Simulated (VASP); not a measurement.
Write the native input for VASP 6.6.1 that does the following.

```yaml
Task: single point
Functional: PBE
Potentials_or_basis: VASP PAW PBE potentials, release 64 (In_d, S)
Cutoff: 500 eV
k_mesh: 4 × 4 × 4
Occupations: gaussian, width 0.15 eV
Spin: no spin polarisation
Dipole_correction: no
Further_INCAR_settings: ALGO = Normal; EDIFF = 1e-06; NBANDS = 23
```

The structure of In2S lies in POSCAR:

```
In2S
1.0
    0.0000000000      3.6088860448      3.6088860448
    3.6088860448      0.0000000000      3.6088860448
    3.6088860448      3.6088860448      0.0000000000
In S
2 1
Direct
    0.2500000000      0.2500000000      0.2500000000
    0.7500000000      0.7500000000      0.7500000000
    0.0000000000      0.0000000000      0.0000000000
```

The cell was built from a structure type or drawn by symmetry, and may not be a known phase.

One way to write it, as run:

INCAR

```
SYSTEM = In2S
  ALGO = Normal
  EDIFF = 1E-6
  ENCUT = 500
  GGA = PE
  GGA_COMPAT = .FALSE.
  ISIF = 2
  ISMEAR = 0
  LASPH = .TRUE.
  LCHARG = .FALSE.
  LREAL = .FALSE.
  LWAVE = .FALSE.
  NBANDS = 23
  NELM = 120
  PREC = Accurate
  SIGMA = 0.15
```

KPOINTS

```
k-points
0
G
  4 4 4
  0 0 0
```

Potentials or basis: VASP PAW PBE potentials, release 64 (In_d, S).

Launch:

```sh
$ cat potpaw_PBE.64/In_d/POTCAR potpaw_PBE.64/S/POTCAR > POTCAR
$ mpirun -np 1 vasp_std > vasp.out
```

It gave:

```yaml
Pressure: 0.2 GPa
Band_gap_on_the_k_mesh: 0.22 eV (least direct gap 1.23 eV)
```

Caveat: spin-orbit coupling is left out, which moves the levels of the heavy elements.

Run time: 23 s on 1 thread of Intel(R) Xeon(R) Platinum 8488C (Sapphire Rapids), with other jobs on the host, peak memory 0.24 GiB.
